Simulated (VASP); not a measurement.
# Fe3Pb (Fm-3m) in VASP: notebook

Fe3Pb is run at these levels: PBE; tasks: single point.

Everything below comes from runs of VASP 6.6.1. Logs are shortened: lines on timing, memory, paths and dates and some standing lists are left out, and cuts for length are marked.

## 1. The cell of the first run

It takes space group Fm-3m (No. 225, cubic). The conventional cell has a = 6.145 Å, b = 6.145 Å, c = 6.145 Å, α = 90.00°, β = 90.00°, γ = 90.00°. Within 3.5 Å of Fe (site symmetry -43m) lie 10 Fe at 2.66 to 3.07 Å and 4 Pb at 2.66 Å. Within 3.5 Å of Fe (site symmetry m-3m) lie 8 Fe at 2.66 Å and 6 Pb at 3.07 Å. Pb (site symmetry m-3m) has 14 Fe at 2.66 to 3.07 Å within 3.5 Å.

## 2. Single point, PBE, collinear spin, ferromagnetic start

The input, INCAR:

```
PREC = Accurate ; ENCUT = 520
EDIFF = 1E-6 ; ISMEAR = 0
SIGMA = 0.1 ; LREAL = F
LASPH = T ; NELM = 150
ALGO = Fast ; ISIF = 2
LWAVE = F ; LCHARG = F
ISPIN = 2 ; MAGMOM = 3 3 3 0
LORBIT = 11 ; LMAXMIX = 4
GGA = PE ; NBANDS = 31
```

The input, KPOINTS:

```
Automatic mesh
0
Gamma
  12 12 12
```

The input, POSCAR:

```
Fe3Pb
1.0
    0.0000000000      3.0723652442      3.0723652442
    3.0723652442      0.0000000000      3.0723652442
    3.0723652442      3.0723652442      0.0000000000
Fe Pb
3 1
Direct
    0.2500000000      0.2500000000      0.2500000000
    0.7500000000      0.7500000000      0.7500000000
    0.5000000000      0.5000000000      0.5000000000
    0.0000000000      0.0000000000      0.0000000000
```

Potentials or basis: VASP PAW PBE potentials, release 64 (Fe, Pb_d).

On the command line:

```bash
$ cat potpaw_PBE.64/Fe/POTCAR potpaw_PBE.64/Pb_d/POTCAR > POTCAR
$ mpirun -np 1 vasp_std > vasp.out
```

OUTCAR:

```text
PREC = Accurate
   ENCUT = 520
   EDIFF = 1E-6
   ISMEAR = 0
   LREAL = F
   LASPH = T
   NELM = 150
   ISIF = 2
   ISPIN = 2
   LORBIT = 11
   GGA = PE

 ion  position               nearest neighbor table
   1  0.250  0.250  0.250-   4 2.66   4 2.66   4 2.66   3 2.66   3 2.66   3 2.66   4 2.66   3 2.66
                             2 3.07   2 3.07   2 3.07   2 3.07   2 3.07   2 3.07
   2  0.750  0.750  0.750-   3 2.66   3 2.66   3 2.66   4 2.66   4 2.66   4 2.66   4 2.66   3 2.66
                             1 3.07   1 3.07   1 3.07   1 3.07   1 3.07   1 3.07
   3  0.500  0.500  0.500-   1 2.66   1 2.66   1 2.66   2 2.66   2 2.66   2 2.66   2 2.66   1 2.66
                             4 3.07   4 3.07   4 3.07   4 3.07   4 3.07   4 3.07
   4  0.000  0.000  0.000-   2 2.66   2 2.66   2 2.66   1 2.66   1 2.66   1 2.66   2 2.66   1 2.66
                             3 3.07   3 3.07   3 3.07   3 3.07   3 3.07   3 3.07

  LATTYP: Found a face centered cubic cell.
 ALAT       =     6.1447304884

  Lattice vectors:

 A1 = (   0.0000000000,   3.0723652442,   3.0723652442)
 A2 = (   3.0723652442,   0.0000000000,   3.0723652442)
 A3 = (   3.0723652442,   3.0723652442,   0.0000000000)

Analysis of symmetry for initial positions (statically):
=====================================================================
 Subroutine PRICEL returns:
 Original cell was already a primitive cell.

 Routine SETGRP: Setting up the symmetry group for a
 face centered cubic supercell.

 Subroutine GETGRP returns: Found 48 space group operations
 (whereof 48 operations were pure point group operations)
 out of a pool of 48 trial point group operations.

The static configuration has the point symmetry O_h .

Analysis of symmetry for dynamics (positions and initial velocities):
=====================================================================
 Subroutine PRICEL returns:
 Original cell was already a primitive cell.

 Routine SETGRP: Setting up the symmetry group for a
 face centered cubic supercell.

 Subroutine GETGRP returns: Found 48 space group operations
 (whereof 48 operations were pure point group operations)
 out of a pool of 48 trial point group operations.

The dynamic configuration has the point symmetry O_h .

Analysis of structural, dynamic, and magnetic symmetry:
=====================================================================
 Subroutine PRICEL returns:
 Original cell was already a primitive cell.

 Routine SETGRP: Setting up the symmetry group for a
 face centered cubic supercell.

 Subroutine GETGRP returns: Found 48 space group operations
 (whereof 48 operations were pure point group operations)
 out of a pool of 48 trial point group operations.

The overall configuration has the point symmetry O_h .

 Subroutine INISYM returns: Found 48 space group operations
 (whereof 48 operations are pure point group operations),
 and found     1 'primitive' translations

----------------------------------------------------------------------------------------

                                     Primitive cell

  volume of cell :      58.0027

  direct lattice vectors                    reciprocal lattice vectors
     0.000000000  3.072365244  3.072365244    -0.162741068  0.162741068  0.162741068
     3.072365244  0.000000000  3.072365244     0.162741068 -0.162741068  0.162741068
     3.072365244  3.072365244  0.000000000     0.162741068  0.162741068 -0.162741068

  length of vectors
     4.344980597  4.344980597  4.344980597     0.281875798  0.281875798  0.281875798

  position of ions in fractional coordinates (direct lattice)
     0.250000000  0.250000000  0.250000000
     0.750000000  0.750000000  0.750000000
     0.500000000  0.500000000  0.500000000
     0.000000000  0.000000000  0.000000000

  ion indices of the primitive-cell ions
   primitive index   ion index
                 1           1
                 2           2
                 3           3
                 4           4

----------------------------------------------------------------------------------------

 KPOINTS: Automatic mesh

Automatic generation of k-mesh.
 Grid dimensions read from file:
 generate k-points for:   12   12   12

 Generating k-lattice:

  Cartesian coordinates                     Fractional coordinates (reciprocal lattice)
    -0.013561756  0.013561756  0.013561756     0.083333333  0.000000000  0.000000000
     0.013561756 -0.013561756  0.013561756     0.000000000  0.083333333  0.000000000
     0.013561756  0.013561756 -0.013561756     0.000000000  0.000000000  0.083333333

  Length of vectors
     0.023489650  0.023489650  0.023489650

  Shift w.r.t. Gamma in fractional coordinates (k-lattice)
     0.000000000  0.000000000  0.000000000

 Subroutine IBZKPT returns following result:
 ===========================================

 Found     72 irreducible k-points:

 Following reciprocal coordinates:
            Coordinates               Weight
  0.000000  0.000000  0.000000      1.000000
  0.083333  0.000000  0.000000      8.000000
  0.166667  0.000000  0.000000      8.000000
  0.250000  0.000000  0.000000      8.000000
  0.333333  0.000000  0.000000      8.000000
  0.416667  0.000000  0.000000      8.000000
[... 16 lines left out ...]
  0.500000  0.166667  0.000000     24.000000
 -0.416667  0.166667  0.000000     24.000000
 [... further k-points ...]
   k-points           NKPTS =     72   k-points in BZ     NKDIM =     72   number of bands    NBANDS=     31
   number of dos      NEDOS =    301   number of ions     NIONS =      4
   total plane-waves  NPLWV =  32768
   dimension x,y,z NGX =    32 NGY =   32 NGZ =   32
   dimension x,y,z NGXF=    64 NGYF=   64 NGZF=   64
   ions per type =               3   1
   NGX,Y,Z   is equivalent  to a cutoff of  12.24, 12.24, 12.24 a.u.
   NGXF,Y,Z  is equivalent  to a cutoff of  24.49, 24.49, 24.49 a.u.
 SYSTEM =  unknown system
   PREC   = accura    normal or accurate (medium, high low for compatibility)
   ISTART =      0    job   : 0-new  1-cont  2-samecut
   ICHARG =      2    charge: 1-file 2-atom 10-const
   ISPIN  =      2    spin polarized calculation?
   LNONCOLLINEAR =      F non collinear calculations
   LSORBIT =      F    spin-orbit coupling
   LASPH  =      T    aspherical Exc in radial PAW
   ENCUT  =  520.0 eV  38.22 Ry    6.18 a.u.   8.08  8.08  8.08*2*pi/ulx,y,z
   NELM   =    150;   NELMIN=  2; NELMDL= -5     # of ELM steps
   EDIFF  = 0.1E-05   stopping-criterion for ELM
   LREAL  =      F    real-space projection
   EDIFFG = 0.1E-04   stopping-criterion for IOM
   NSW    =      0    number of steps for IOM
   IBRION =     -1    ionic relax: 0-MD 1-quasi-New 2-CG
   NFREE  =      0    steps in history (QN), initial steepest desc. (CG)
   ISIF   =      2    stress and relaxation
   ISYM   =      2    0-nonsym 1-usesym 2-fastsym
   POTIM  = 0.5000    time-step for ionic-motion
   TEBEG  =    0.0;   TEEND  =   0.0 temperature during run
   PSTRESS=    0.0 pullay stress
   NELECT =      38.0000    total number of electrons
   NUPDOWN=      -1.0000    fix difference up-down
   EMIN   =  10.00;   EMAX   =-10.00  energy-range for DOS
   EFERMI =   0.00;   METHOD = LEGACY
   ISMEAR =     0;   SIGMA  =   0.10  broadening in eV -4-tet -1-fermi 0-gaus
   EFERMI_NEDOS =   21; number of points for ismear=-14 and -15
   IALGO  =     68    algorithm
   IMIX   =      4    mixing-type and parameters
     AMIX     =   0.40;   BMIX     =  1.00
     AMIX_MAG =   1.60;   BMIX_MAG =  1.00
  volume/ion in A,a.u.               =      14.50        97.86
  Fermi-wavevector in a.u.,A,eV,Ry     =   1.421848  2.686903 27.506244  2.021652
  Thomas-Fermi vector in A             =   2.542614
   LORBIT       =     11    0 simple, 1 ext, 2 COOP (PROOUT), +10 PAW based schemes
   GGA     = PE    functional components
   LHFCALC =     F    Hartree Fock is set to
   AEXX    =    0.0000 exact exchange contribution
   IVDW    =     0    specifies the selected vdW correction
   LEPSILON=     F    determine dielectric tensor
   LRPA    =     F    only Hartree local field effects (RPA)
 spin polarized calculation
 RMM-DIIS sequential band-by-band and
 Gauss-broadening in eV      SIGMA  =   0.10
  energy-cutoff  :      520.00
  volume of cell :       58.00
 maximum number of plane-waves:      1588
   NGX = 17   NGY = 17   NGZ = 17

 number of electron      38.0000016 magnetization       6.9462953

 Free energy of the ion-electron system (eV)
  ---------------------------------------------------
  ext. energy  EPLUGINS =         0.00000000
  ---------------------------------------------------
  free energy    TOTEN  =       -26.61950175 eV

  energy without entropy =      -26.60200759  energy(sigma->0) =      -26.61075467

 E-fermi :   7.7413     XC(G=0): -12.4494

 val. band max:        7.7361658163   @ k =  -0.1667   0.1667   0.0000
 cond. band min:       7.7440981276   @ k =   0.3333   0.0833   0.0000
 fundamental gap:      0.0079323113
 Fermi energy:         7.7412801546

 spin component 1

 k-point     1 :       0.0000    0.0000    0.0000
  band No.  band energies     occupation
      1      -9.2433      1.00000
      2      -9.2433      1.00000
      3      -9.2433      1.00000
      4      -9.1366      1.00000
      5      -9.1366      1.00000
      6      -3.8585      1.00000
[... 23 lines left out ...]
     30      14.0304      0.00000
     31      14.0564      0.00000

 k-point     2 :       0.0833    0.0000    0.0000
  band No.  band energies     occupation
      1      -9.2437      1.00000
      2      -9.2418      1.00000
      3      -9.2418      1.00000
      4      -9.1356      1.00000
      5      -9.1356      1.00000
      6      -3.7809      1.00000
[... 23 lines left out ...]
     30      14.1303      0.00000
     31      14.1304      0.00000

 k-point     3 :       0.1667    0.0000    0.0000
  band No.  band energies     occupation
      1      -9.2449      1.00000
      2      -9.2377      1.00000
      3      -9.2377      1.00000
      4      -9.1324      1.00000
      5      -9.1324      1.00000
      6      -3.5533      1.00000
[... 703 lines left out ...]
     30      18.9118      0.00000
     31      19.0102      0.00000

 k-point    24 :      -0.4167    0.1667    0.0000
  band No.  band energies     occupation
      1      -9.2462      1.00000
      2      -9.2283      1.00000
      3      -9.2175      1.00000
      4      -9.1248      1.00000
      5      -9.1144      1.00000
      6      -2.0326      1.00000
[... 23 lines left out ...]
     30      17.4156      0.00000
     31      17.5701      0.00000

 [... further k-points ...]

 spin component 2

 k-point     1 :       0.0000    0.0000    0.0000
  band No.  band energies     occupation
      1      -9.2510      1.00000
      2      -9.2510      1.00000
      3      -9.2510      1.00000
      4      -9.1660      1.00000
      5      -9.1660      1.00000
      6      -3.8416      1.00000
[... 23 lines left out ...]
     30      14.5392      0.00000
     31      14.7718      0.00000

 k-point     2 :       0.0833    0.0000    0.0000
  band No.  band energies     occupation
      1      -9.2514      1.00000
      2      -9.2494      1.00000
      3      -9.2494      1.00000
      4      -9.1652      1.00000
      5      -9.1652      1.00000
      6      -3.7646      1.00000
[... 23 lines left out ...]
     30      14.7653      0.00000
     31      14.7654      0.00000

 k-point     3 :       0.1667    0.0000    0.0000
  band No.  band energies     occupation
      1      -9.2523      1.00000
      2      -9.2453      1.00000
      3      -9.2453      1.00000
      4      -9.1624      1.00000
      5      -9.1624      1.00000
      6      -3.5389      1.00000
[... 703 lines left out ...]
     30      19.3879      0.00000
     31      19.4431      0.00000

 k-point    24 :      -0.4167    0.1667    0.0000
  band No.  band energies     occupation
      1      -9.2530      1.00000
      2      -9.2359      1.00000
      3      -9.2250      1.00000
      4      -9.1554      1.00000
      5      -9.1455      1.00000
      6      -2.0209      1.00000
[... 23 lines left out ...]
     30      17.9211      0.00000
     31      18.1326      0.00000

 [... further k-points ...]

------------------------ aborting loop because EDIFF is reached ----------------------------------------

  FORCE on cell =-STRESS in cart. coord.  units (eV):
  Direction    XX          YY          ZZ          XY          YZ          ZX
  --------------------------------------------------------------------------------------
  -------------------------------------------------------------------------------------
  Total       -0.0150575     -0.0150575     -0.0150575      0.0000000      0.0000000      0.0000000
  in kB       -0.4159246     -0.4159246     -0.4159246      0.0000000      0.0000000      0.0000000
  external PRESSURE =      -0.4159246 kB  Pullay stress =       0.0000000 kB

 VOLUME and BASIS-vectors are now :
 -----------------------------------------------------------------------------
  energy-cutoff  :      520.00
  volume of cell :       58.00
      direct lattice vectors                 reciprocal lattice vectors
     0.000000000  3.072365244  3.072365244    -0.162741068  0.162741068  0.162741068
     3.072365244  0.000000000  3.072365244     0.162741068 -0.162741068  0.162741068
     3.072365244  3.072365244  0.000000000     0.162741068  0.162741068 -0.162741068

 POSITION                                       TOTAL-FORCE (eV/Angst)
 -----------------------------------------------------------------------------------
      1.53618      1.53618      1.53618         0.000000     -0.000000      0.000000
      4.60855      4.60855      4.60855        -0.000000      0.000000     -0.000000
      3.07237      3.07237      3.07237         0.000000     -0.000000      0.000000
      0.00000      0.00000      0.00000         0.000000     -0.000000      0.000000
 -----------------------------------------------------------------------------------
    total drift:                                0.000000     -0.000000      0.000000

  FREE ENERGIE OF THE ION-ELECTRON SYSTEM (eV)
  ---------------------------------------------------
  free  energy   TOTEN  =       -26.6195017479 eV

  energy  without entropy=      -26.6020075880  energy(sigma->0) =      -26.61075467

 total charge

# of ion       s       p       d       tot
------------------------------------------
    1        0.372   0.408   6.332   7.111
    2        0.372   0.408   6.332   7.111
    3        0.398   0.392   6.180   6.970
    4        1.183   1.200   9.875  12.258
--------------------------------------------------
tot          2.325   2.408  28.719  33.451

 magnetization (x)

# of ion       s       p       d       tot
------------------------------------------
    1        0.004  -0.019   2.239   2.224
    2        0.004  -0.019   2.239   2.224
    3       -0.012  -0.026   2.684   2.645
    4        0.001  -0.076  -0.002  -0.076
--------------------------------------------------
tot         -0.002  -0.141   7.160   7.016
```

Run time: 2.4 min. Hardware: 1 thread of Intel Xeon 6975P-C (Granite Rapids), shared host; peak memory 0.33 GiB.

Results:

```yaml
Free_energy: -26.6195 eV
Pressure: 0.0 GPa
Net_moment: 6.95 μB per cell
Site_moments: Fe +2.22, +2.65 (each value once); Pb -0.08 μB
Valence_electrons_inside_the_program's_atomic_spheres: Fe 7.11, 6.97 (each value once); Pb 12.26
```

Levels at points of the mesh, in eV from the Fermi level:
Spin up:
```tsv
k point	band 20	band 21	band 22	band 23	band 24	band 25
(0.00, 0.00, 0.00)	-1.19	-1.19	1.48	3.88	3.88	3.88
(0.50, 0.00, 0.00)	-1.33	-1.33	-1.02	2.48	2.89	2.89
(0.50, 0.50, 0.00)	-1.49	-1.22	-0.95	-0.95	-0.82	2.18
```
Spin down:
```tsv
k point	band 12	band 13	band 14	band 15	band 16	band 17	band 18	band 19	band 20	band 21
(0.00, 0.00, 0.00)	-1.07	-1.07	-1.07	0.86	0.86	0.86	1.32	1.32	1.38	1.38
(0.50, 0.00, 0.00)	-1.30	-0.80	-0.80	-0.19	0.09	0.09	0.96	0.96	1.11	1.24
(0.50, 0.50, 0.00)	-1.03	-1.03	-0.91	-0.29	-0.29	0.50	0.53	0.88	1.12	1.26
```

Caveat: spin-orbit coupling is left out, which moves the levels of the heavy elements.

## 3. Single point, PBE, collinear spin, ferromagnetic start

The input, INCAR:

```
SYSTEM = Fe3Pb
ALGO = Normal ; EDIFF = 1E-6
ENCUT = 520 ; GGA = PE
ISIF = 2 ; ISMEAR = 0
ISPIN = 2 ; LASPH = .TRUE.
LCHARG = .FALSE. ; LMAXMIX = 4
LORBIT = 11 ; LREAL = .FALSE.
LWAVE = .FALSE. ; MAGMOM = 3 3 3 0
NBANDS = 31 ; NELM = 150
PREC = Accurate ; SIGMA = 0.1
```

The input, KPOINTS:

```
k-points
0
G
  12 12 12
  0 0 0
```

POSCAR is that of step 2.

Potentials or basis: VASP PAW PBE potentials, release 64 (Fe, Pb_d).

On the command line:

```bash
$ cat potpaw_PBE.64/Fe/POTCAR potpaw_PBE.64/Pb_d/POTCAR > POTCAR
$ mpirun -np 1 vasp_std > vasp.out
```

It took 10 min on 1 thread of AMD EPYC 7R43 (Zen 3), shared host; peak memory 0.31 GiB.

Results (log left out):

* Free energy: -26.6195 eV
* Pressure: 0.0 GPa
* Net moment: 6.95 μB per cell
* Site moments: Fe +2.22, +2.65 (each value once); Pb -0.08 μB
* Valence electrons inside the program's atomic spheres: Fe 7.11, 6.97 (each value once); Pb 12.26

Levels at points of the mesh, in eV from the Fermi level:
Spin up:
```csv
k point,band 19,band 20,band 21,band 22,band 23,band 24,band 25,band 26
"(0.00, 0.00, 0.00)",-1.20,-1.19,-1.19,1.48,3.88,3.88,3.88,5.23
"(0.50, 0.00, 0.00)",-1.71,-1.33,-1.33,-1.02,2.48,2.89,2.89,4.05
"(0.50, 0.50, 0.00)",-1.52,-1.49,-1.22,-0.95,-0.95,-0.82,2.18,3.73
```
Spin down:
```tsv
k point	band 12	band 13	band 14	band 15	band 16	band 17	band 18	band 19	band 20	band 21
(0.00, 0.00, 0.00)	-1.07	-1.07	-1.07	0.86	0.86	0.86	1.32	1.32	1.38	1.38
(0.50, 0.00, 0.00)	-1.30	-0.80	-0.80	-0.19	0.09	0.09	0.96	0.96	1.11	1.24
(0.50, 0.50, 0.00)	-1.03	-1.03	-0.91	-0.29	-0.29	0.50	0.53	0.88	1.12	1.26
```

Caveat: spin-orbit coupling is left out, which moves the levels of the heavy elements.
